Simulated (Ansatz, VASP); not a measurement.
# One calculation of C, two programs

```
C
1.0
     2.61972    0.00000    0.00000
     0.00000    2.61972    0.00000
     0.00000    0.00000    2.61972
C
3
Direct
  0.00000 0.50000 0.50000
  0.50000 0.00000 0.50000
  0.50000 0.50000 0.00000
```

Alike in both runs: task single point; functional PBE-based screened hybrid with a share of 0.25 of exact exchange and HFSCREEN = 0.2; k mesh 5 × 5 × 5; occupations fermi-dirac, width 0.05 eV; no spin polarisation.

|  | VASP | Ansatz |
| --- | --- | --- |
| version | VASP 6.6.1 | Ansatz 0.2.0 |
| potentials or method | VASP PAW PBE potentials, release 64 (C) | Ansatz PAW |
| plane-wave cutoff (eV) | 520 | 420 |
| valence electrons in the cell | 12 | 12 |

```tsv
	VASP	Ansatz	Ansatz less VASP
gap on the k mesh at the Fermi level (eV)	none	none	-
pressure (GPa)	-2.2	-2.2	-0.09
```

VASP's potentials were made for PBE, not for PBE-based screened hybrid. A gap of «none» marks a metal or a gap that the smearing closes. With one functional, cell and mesh, what is left measures potentials, basis and numerics.

The k mesh is coarse, so the values compare programs but aren't converged.
